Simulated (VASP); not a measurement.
Here is a VASP 6.6.1 calculation.

File INCAR:

```
ALGO = Normal
EDIFF = 1E-6
ENCUT = 520
GGA = PS
ISIF = 2
ISMEAR = 0
ISPIN = 2
LASPH = True
LCHARG = False
LMAXMIX = 4
LORBIT = 11
LREAL = False
LWAVE = False
MAGMOM = 2.74 0.37
NBANDS = 18
NELM = 150
PREC = Accurate
SIGMA = 0.1
```

Contents of KPOINTS:

```
k-points
0
Gamma
  8 8 8
```

POSCAR

```
CoO
1.0
    0.0000000000      2.0874074545      2.0874074545
    2.0874074545      0.0000000000      2.0874074545
    2.0874074545      2.0874074545      0.0000000000
Co O
1 1
Direct
    0.0000000000      0.0000000000      0.0000000000
    0.5000000000      0.5000000000      0.5000000000
```

Potentials or basis: VASP PAW PBE potentials, release 64 (Co, O).

Launch:

```console
$ cat potpaw_PBE.64/Co/POTCAR potpaw_PBE.64/O/POTCAR > POTCAR
$ mpirun -np 1 vasp_std > vasp.out
```

(1) What does it give for the site moments?

(2) Predict the net moment.

(3) Estimate the pressure.

## Answers

(1) Co +2.47; O +0.29 μB.

(2) 2.81 μB per cell.

(3) -0.9 GPa.

Caveat: the PAW data sets were made with another functional, which shifts forces and pressure a little; a cell with one magnetic atom can't hold antiferromagnetic order, which such compounds often take.
